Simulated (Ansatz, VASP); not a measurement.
**AgCl in VASP and in Ansatz**

The input INCAR:

```
  PREC = Accurate
  ENCUT = 400
  EDIFF = 1E-8
  ISMEAR = -1
  SIGMA = 0.02
  LREAL = F
  LASPH = T
  NELM = 120
  ALGO = Normal
  ISIF = 2
  LWAVE = F
  LCHARG = F
  GGA = PE
  LEFG = T
  NBANDS = 16
  GGA_COMPAT = F
```

KPOINTS

```
regular mesh
0
Gamma
  8 8 8
```

File POSCAR:

```
AgCl
1.0
    0.0000000000      2.8008815000      2.7731500000
    2.8008815000      0.0000000000      2.7731500000
    2.8008815000      2.8008815000      0.0000000000
Ag Cl
1 1
Direct
    0.5000000000      0.5000000000      0.5000000000
    0.0000000000      0.0000000000      0.0000000000
```

Input for Ansatz:

```yaml
crystal:
  lattice:
    - [0.0, 2.8008815, 2.77315]
    - [2.8008815, 0.0, 2.77315]
    - [2.8008815, 2.8008815, 0.0]
  atoms:
    - { symbol: Ag, position: [0.5, 0.5, 0.5] }
    - { symbol: Cl, position: [0.0, 0.0, 0.0] }
kpoints:
  mp_grid: { grid: [8, 8, 8] }
scf:
  occupations: { method: fermi_dirac, width: 0.02 }
hamiltonian:
  xc: pbe
  pseudopotentials: { kind: paw }
output:
  forces: true
  stress: true
  eigenvalues: true
  efg: { contact_densities: true }
  write_density: true
  write_potential: true
  elf: true
  volumetric_format: npy
```

Change from the starting cell: equal xx and yy strain of +1 %, PAW files.

Alike in both runs: task electric field gradients; functional PBE; k mesh 8 × 8 × 8; occupations fermi-dirac, width 0.02 eV; no spin polarisation.

```csv
,VASP,Ansatz
version,VASP 6.6.1,Ansatz 0.2.0
potentials or method,"VASP PAW PBE potentials, release 64 (Ag, Cl)","PAW with Ansatz's default frozen-core files, scalar-relativistic"
plane-wave cutoff (eV),400,420
valence electrons in the cell,18,26
```

VASP gave:

* gap on the k mesh at the Fermi level (eV): 0.88
* pressure (GPa): 0.4
* traceless stress, the component that is largest in VASP (GPa): 0.13
* size of Vzz on the site where it differs most (V/Å²): 5.5

Task: What did Ansatz give for the same quantities?

Result: gap on the k mesh at the Fermi level (eV): 0.89; pressure (GPa): 0.7; traceless stress, the component that is largest in VASP (GPa): 0.13; size of Vzz on the site where it differs most (V/Å²): 4.7.

With one functional, cell and mesh, what is left measures potentials, basis and numerics. VASP's potentials hold 18 valence electrons a cell and Ansatz's 26, so a difference there can come from the potentials and not from the codes.
